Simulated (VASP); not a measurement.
Set up this calculation in VASP 6.6.1, as the native input.

```
Task                   : relaxation of shape and atoms at fixed volume
Functional             : PBE
Potentials or basis    : VASP PAW PBE potentials, release 64 (Sn_d, O)
Cutoff                 : 600 eV
k mesh                 : 8 × 8 × 11
Occupations            : fermi-dirac, width 0.05 eV
Spin                   : no spin polarisation
Dipole correction      : no
Further INCAR settings : ALGO = Normal; EDIFF = 1e-06; IBRION = 2; EDIFFG = -0.005; NSW = 50; ISIF = 4
```

The structure of SnO2 (rutile type) lies in POSCAR:

```
SnO2
1.0
    4.1160114979      0.0000000000      0.0000000000
    0.0000000000      4.1160114979      0.0000000000
    0.0000000000      0.0000000000      2.7612915957
Sn O
2 4
Direct
    0.0000000000      0.0000000000      0.0000000000
    0.5000000000      0.5000000000      0.5000000000
    0.3065726999      0.3065726999      0.0000000000
    0.6934273001      0.6934273001      0.0000000000
    0.8065726999      0.1934273001      0.5000000000
    0.1934273001      0.8065726999      0.5000000000
```

These files were run (other wordings do the same):

INCAR

```
ALGO = Normal
EDIFF = 1E-6
EDIFFG = -0.005
ENCUT = 600
GGA = PE
IBRION = 2
ISIF = 4
ISMEAR = -1
LASPH = T
LCHARG = F
LREAL = F
LWAVE = F
NELM = 100
NSW = 50
PREC = Accurate
SIGMA = 0.05
```

KPOINTS

```
k-points
0
Gamma
  8 8 11
```

Potentials or basis: VASP PAW PBE potentials, release 64 (Sn_d, O).

The run is started by

```sh
$ cat potpaw_PBE.64/Sn_d/POTCAR potpaw_PBE.64/O/POTCAR > POTCAR
$ mpirun -np 1 vasp_std > vasp.out
```

It gave:

The pressure after relaxing is 243.5 GPa and the band gap on the k mesh is 5.52 eV (least direct gap 6.83 eV).

Caveat: spin-orbit coupling is left out, which moves the levels of the heavy elements; an odd mesh through Γ misses points on the zone boundary, where band edges can lie.

It took 11 min on 1 thread of Intel(R) Xeon(R) Platinum 8259CL CPU @ 2.50GHz (Skylake/Cascade Lake) (shared host), peak memory 0.27 GiB.
